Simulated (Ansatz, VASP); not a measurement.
## Two plane-wave programs on CaO

POSCAR

```
CaO
1.0
    0.0411374376      2.3993677344      2.3993677344
    2.3993677344      0.0411374376      2.3993677344
    2.3993677344      2.3993677344      0.0411374376
Ca O
1 1
Direct
    0.0000000000      0.0000000000      0.0000000000
    0.5000000000      0.5000000000      0.5000000000
```

INCAR.step1

```
PREC = Accurate
ENCUT = 520
ISMEAR = 0
SIGMA = 0.01
LREAL = F
LASPH = T
NELM = 100
NBANDS = 15
GGA = PE
ALGO = Normal
EDIFF = 1E-4
LWAVE = T
LCHARG = F
```

INCAR.step2

```
PREC = Accurate
ENCUT = 520
EDIFF = 1E-7
ISMEAR = 0
SIGMA = 0.01
LREAL = F
LASPH = T
NELM = 100
ALGO = Normal
ISIF = 2
LWAVE = F
LCHARG = F
METAGGA = R2SCAN
LMIXTAU = T
NBANDS = 15
ISTART = 1
```

The input KPOINTS:

```
regular mesh
0
Gamma
  10 10 10
```

Input for Ansatz:

```yaml
crystal:
  lattice:
    - [0.0411374376, 2.3993677344, 2.3993677344]
    - [2.3993677344, 0.0411374376, 2.3993677344]
    - [2.3993677344, 2.3993677344, 0.0411374376]
  atoms:
    - { symbol: Ca, position: [0.0, 0.0, 0.0] }
    - { symbol: O, position: [0.5, 0.5, 0.5] }
kpoints:
  mp_grid: { grid: [10, 10, 10] }
  band_path:
    path:
      - [0.0, 0.0, 0.0]
      - [0.5, 0.0, 0.5]
      - [0.625, 0.25, 0.625]
      - [0.375, 0.375, 0.75]
      - [0.5, 0.5, 0.5]
      - [0.5, 0.25, 0.75]
    npoints: 1
hamiltonian:
  xc: r2scan
scf:
  occupations: { method: fixed }
  n_extra_bands: 4
output:
  forces: true
  stress: true
  eigenvalues: true
```

Change from the starting cell: epitaxial_111 strain -1.6%.

Alike in both runs: task single point; functional r2SCAN; k mesh 10 × 10 × 10; no spin polarisation.

|  | VASP | Ansatz |
| --- | --- | --- |
| version | VASP 6.6.1 | Ansatz 0.2.0 |
| potentials or method | VASP PAW PBE potentials, release 64 (Ca_sv, O) | plane waves, PAW |
| plane-wave cutoff (eV) | 520 | 500 |
| occupations | gaussian, width 0.01 eV | fixed |
| valence electrons in the cell | 16 | 16 |

```tsv
	VASP	Ansatz	Ansatz less VASP
gap on the k mesh at the Fermi level (eV)	4.14	4.16	+0.014
pressure (GPa)	4.1	2.9	-1.19
traceless stress, the component that is largest in VASP (GPa)	-1.42	-1.44	-0.019
```

VASP's potentials were made for PBE, not for r2SCAN.
